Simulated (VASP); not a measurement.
Input of a VASP 6.6.1 run:

The input INCAR:

```
ALGO = Normal
EDIFF = 1E-7
ENCUT = 520
GGA = CA
ISIF = 2
ISMEAR = -1
LASPH = True
LCHARG = False
LREAL = False
LWAVE = False
NBANDS = 28
NELM = 100
PREC = Accurate
SIGMA = 0.05
```

Contents of KPOINTS:

```
k-points
0
Gamma
  6 6 6
```

Contents of POSCAR:

```
BaZrO3
1.0
    4.2464955356      0.0000000000      0.0000000000
    0.0000000000      4.2464955356      0.0000000000
    0.0000000000      0.0000000000      4.2464955356
Ba Zr O
1 1 3
Direct
    0.0000000000      0.0000000000      0.0000000000
    0.5000000000      0.5000000000      0.5000000000
    0.5000000000      0.5000000000      0.0000000000
    0.5000000000      0.0000000000      0.5000000000
    0.0000000000      0.5000000000      0.5000000000
```

Potentials or basis: VASP PAW LDA potentials, release 64 (Ba_sv, Zr_sv, O).

Launch:

```sh
$ cat potpaw_LDA.64/Ba_sv/POTCAR potpaw_LDA.64/Zr_sv/POTCAR potpaw_LDA.64/O/POTCAR > POTCAR
$ mpirun -np 1 vasp_std > vasp.out
```

Task: Predict the pressure.

Result: -9.5 GPa.

Task: Predict the band gap on the k mesh.

Result: 2.99 eV, indirect (least direct gap 3.25 eV).

Caveat: spin-orbit coupling is left out, which moves the levels of the heavy elements. A k mesh can miss the band edges.
